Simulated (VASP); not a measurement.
A run of VASP 6.6.1 is set up as follows.

File POSCAR:

```
Ge
1.0
    0.0000000000      2.7580507500      2.7580507500
    2.7580507500      0.0000000000      2.7580507500
    2.7580507500      2.7580507500      0.0000000000
Ge
2
Direct
    0.5000000000      0.5000000000      0.5000000000
    0.7500000000      0.7500000000      0.7500000000
```

INCAR.step1

```
SYSTEM = Ge
  PREC = Accurate
  ENCUT = 520
  ISMEAR = 0
  SIGMA = 0.05
  LREAL = .FALSE.
  LASPH = .TRUE.
  NELM = 60
  NBANDS = 21
  GGA = PE
  ALGO = Normal
  EDIFF = 1E-4
  LWAVE = .TRUE.
  LCHARG = .FALSE.
```

Contents of INCAR.step2:

```
SYSTEM = Ge
  PREC = Accurate
  ENCUT = 520
  EDIFF = 1E-6
  ISMEAR = 0
  SIGMA = 0.05
  LREAL = .FALSE.
  LASPH = .TRUE.
  NELM = 60
  ALGO = Normal
  ISIF = 2
  LWAVE = .FALSE.
  LCHARG = .FALSE.
  METAGGA = R2SCAN
  LMIXTAU = .TRUE.
  NBANDS = 21
  ISTART = 1
```

KPOINTS

```
regular mesh
0
G
  10 10 10
  0 0 0
```

Potentials or basis: VASP PAW PBE potentials, release 64 (Ge_d).

Launch:

```bash
$ cat potpaw_PBE.64/Ge_d/POTCAR > POTCAR
$ cp INCAR.step1 INCAR
$ mpirun -np 1 vasp_std > vasp.out
$ cp INCAR.step2 INCAR
$ mpirun -np 1 vasp_std > vasp.out
```

(1) Estimate the band gap on the k mesh.

(2) Estimate the pressure.

## Answers

(1) 0.66 eV (least direct gap 1.16 eV).

(2) 7.5 GPa.

Caveat: the cell differs from its parent crystal (strain -0.025 along x and y, -0.025 along z); the cell stands under pressure; the PAW data sets were made with another functional, which shifts forces and pressure a little.
